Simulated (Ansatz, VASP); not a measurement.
# Two plane-wave programs on SnO2

File INCAR:

```
  PREC = Accurate
  ENCUT = 520
  EDIFF = 1E-7
  ISMEAR = 0
  SIGMA = 0.05
  LREAL = False
  LASPH = True
  NELM = 80
  ALGO = Normal
  ISIF = 2
  LWAVE = False
  LCHARG = False
  GGA = PE
  NBANDS = 20
```

File KPOINTS:

```
regular mesh
0
Gamma
  12 12 12
```

POSCAR

```
SnO2
1.0
    1.5628500000      0.9023118682      5.1805666667
   -1.5628500000      0.9023118682      5.1805666667
    0.0000000000     -1.8046237364      5.1805666667
Sn O
1 2
Direct
    0.5000000000      0.5000000000      0.5000000000
    0.2348826742      0.2348826742      0.2348826742
    0.7651173258      0.7651173258      0.7651173258
```

Input for Ansatz:

```yaml
crystal:
  lattice:
    - [1.56285, 0.9023118682, 5.1805666667]
    - [-1.56285, 0.9023118682, 5.1805666667]
    - [0.0, -1.8046237364, 5.1805666667]
  atoms:
    - { symbol: Sn, position: [0.5, 0.5, 0.5] }
    - { symbol: O, position: [0.2348826742, 0.2348826742, 0.2348826742] }
    - { symbol: O, position: [0.7651173258, 0.7651173258, 0.7651173258] }
basis:
  ecutwfc: 520.0
kpoints:
  mp_grid: { grid: [12, 12, 12] }
hamiltonian:
  xc: pbe
  pseudopotentials: { kind: paw, azcp: { folder: soft_1 } }
scf:
  occupations: { method: gaussian, width: 0.05 }
output:
  forces: true
  stress: true
  eigenvalues: true
```

Alike in both runs: task single point; functional PBE; k mesh 12 × 12 × 12; occupations gaussian, width 0.05 eV; no spin polarisation.

|  | VASP | Ansatz |
| --- | --- | --- |
| version | VASP 6.6.1 | Ansatz 0.2.0 |
| potentials or method | VASP PAW PBE potentials, release 64 (Sn_d, O), cutoff 520 eV | scalar-relativistic, plane waves, PAW |
| valence electrons in the cell | 26 | 26 |

```tsv
	VASP	Ansatz	Ansatz less VASP
gap on the k mesh at the Fermi level (eV)	2.64	2.67	+0.023
least direct gap on the mesh (eV)	2.92	2.94	+0.017
pressure (GPa)	8.2	7.6	-0.68
traceless stress, the component that is largest in VASP (GPa)	-8.14	-7.80	+0.341
rms of the force components (eV/Å)	0.009	0.023	+0.0144
```

Atom by atom the forces differ by 0.032 eV/Å (rms over components). With one functional, cell and mesh, what is left measures potentials, basis and numerics.
